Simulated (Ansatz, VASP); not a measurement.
## One calculation of GaP, two programs

File INCAR:

```
PREC     = Accurate       # precision mode
ENCUT    = 520            # plane-wave cutoff, eV
EDIFF    = 1E-8           # SCF threshold, eV
ISMEAR   = -1             # smearing method
SIGMA    = 0.05           # smearing width, eV
LREAL    = F              # projectors in reciprocal space
LASPH    = T              # aspherical terms in the spheres
NELM     = 100            # most SCF steps
ALGO     = Normal         # electronic algorithm
ISIF     = 2              # what is computed and relaxed
LWAVE    = F              # write WAVECAR
LCHARG   = F              # write CHGCAR
GGA      = PE             # functional
LEFG     = T            
NBANDS   = 16             # bands
```

Contents of KPOINTS:

```
regular mesh
0
Gamma
  10 10 10
```

File POSCAR:

```
GaP
1.0
    0.0000000000      2.7161353834      2.7161353834
    2.7161353834      0.0000000000      2.7161353834
    2.7161353834      2.7161353834      0.0000000000
Ga P
1 1
Direct
    0.0000000000      0.0000000000      0.0000000000
    0.7500000000      0.7500000000      0.7500000000
```

Input for Ansatz:

```yaml
crystal:
  lattice:
    - [0.0, 2.7161353834, 2.7161353834]
    - [2.7161353834, 0.0, 2.7161353834]
    - [2.7161353834, 2.7161353834, 0.0]
  atoms:
    - { symbol: Ga, position: [0.0, 0.0, 0.0] }
    - { symbol: P, position: [0.75, 0.75, 0.75] }
kpoints:
  mp_grid: { grid: [10, 10, 10] }
scf:
  occupations: { method: fermi_dirac, width: 0.05 }
hamiltonian:
  xc: pbe
  pseudopotentials: { kind: paw }
output:
  forces: true
  stress: true
  eigenvalues: true
  efg: { contact_densities: true }
```

Change from the starting cell: volume scaled by 0.99, PAW files.

Alike in both runs: task electric field gradients; functional PBE; k mesh 10 × 10 × 10; occupations fermi-dirac, width 0.05 eV; no spin polarisation.

```csv
,VASP,Ansatz
version,VASP 6.6.1,Ansatz 0.2.0
potentials or method,"VASP PAW PBE potentials, release 64 (Ga_d, P)","PAW with Ansatz's default frozen-core files, scalar-relativistic"
plane-wave cutoff (eV),520,420
valence electrons in the cell,18,18
```

|  | VASP | Ansatz | Ansatz less VASP |
| --- | --- | --- | --- |
| pressure (GPa) | 3.4 | 3.4 | +0.03 |

The functional is the same, so the differences come from potentials, cutoffs and numerics.
